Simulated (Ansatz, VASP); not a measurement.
**LiAuS2 in VASP and in Ansatz**

The input INCAR:

```
SYSTEM = LiAuS2
PREC = Accurate
ENCUT = 520
EDIFF = 1E-7
ISMEAR = 0
SIGMA = 0.05
LREAL = .FALSE.
LASPH = .TRUE.
NELM = 150
ALGO = Normal
ISIF = 2
LWAVE = .FALSE.
LCHARG = .FALSE.
ISPIN = 2
MAGMOM = 0 0 0 0
LORBIT = 11
LMAXMIX = 4
LDAU = .TRUE.
LDAUTYPE = 2
LDAUL = -1 2 -1
LDAUU = 0 2 0
LDAUJ = 0 0 0
LDAUPRINT = 1
NBANDS = 25
```

Contents of KPOINTS:

```
regular mesh
0
G
  6 6 6
  0 0 0
```

The input POSCAR:

```
LiAuS2
1.0
    1.9083725800      1.1017994200      6.9281207000
   -1.9083725800      1.1017994200      6.9281207000
    0.0000000000     -2.2035988500      6.9281207000
Li Au S
1 1 2
Direct
    0.5000000000      0.5000000000      0.5000000000
    0.0000000000      0.0000000000      0.0000000000
    0.2667000000      0.2667000000      0.2667000000
    0.7333000000      0.7333000000      0.7333000000
```

Input for Ansatz:

```yaml
crystal:
  lattice:
    - [1.90837258, 1.10179942, 6.9281207]
    - [-1.90837258, 1.10179942, 6.9281207]
    - [0.0, -2.20359885, 6.9281207]
  atoms:
    - { symbol: Li, position: [0.5, 0.5, 0.5] }
    - { symbol: Au, position: [0.0, 0.0, 0.0], spin: 1.0 }
    - { symbol: S, position: [0.2667, 0.2667, 0.2667] }
    - { symbol: S, position: [0.7333, 0.7333, 0.7333] }
basis:
  ecutwfc: 420
  ecutrho_ratio: 4
kpoints:
  mp_grid: { grid: [6, 6, 6] }
hamiltonian:
  xc: lda
  hubbard: { sites: [{ site: 1, l: d, u_eff: 2.0 }] }
scf:
  occupations: { method: gaussian, width: 0.05 }
  lower_state_search: "off"
  max_iter: 150
output:
  forces: true
  stress: true
  eigenvalues: true
  populations: true
  hubbard: { sites: [{ site: 1, l: d }] }
magnetization:
  spin_polarized: true
  initial_magnetization: 1.0
  spin_locking: { lock_magnetization: soft, n_iters: 12 }
```

Alike in both runs: task single point; functional LDA; k mesh 6 × 6 × 6; occupations gaussian, width 0.05 eV; collinear spin; Hubbard terms Au d U = 2.0 eV.

|  | VASP | Ansatz |
| --- | --- | --- |
| version | VASP 6.6.1 | Ansatz 0.2.0 |
| potentials or method | VASP PAW LDA potentials, release 64 (Li_sv, Au, S), cutoff 520 eV | scalar-relativistic, plane waves, PAW |
| valence electrons in the cell | 26 | 34 |

```tsv
	VASP	Ansatz	Ansatz less VASP
gap on the k mesh at the Fermi level (eV)	none	none	-
rms of the force components (eV/Å)	0.122	0.098	-0.0245
net moment per atom (μB)	0.00	0.00	0.000
```

LDA's correlation is that of Perdew and Zunger in VASP and of Perdew and Wang (1992) in Ansatz. The programs project onto different local orbitals, so the same U acts differently, and such runs can settle in different states. Atom by atom the forces differ by 0.025 eV/Å (rms over components). A gap of «none» marks a metal or a gap that the smearing closes. VASP's potentials hold 26 valence electrons a cell and Ansatz's 34, so a difference there can come from the potentials and not from the codes. Ansatz's warnings: filled band counts differ across k points, seeded moment not kept, stress scf threshold loose.

Spin-orbit coupling is off throughout. Noted on VASP's run: the cutoff is short for stress, so the pressure is rough.
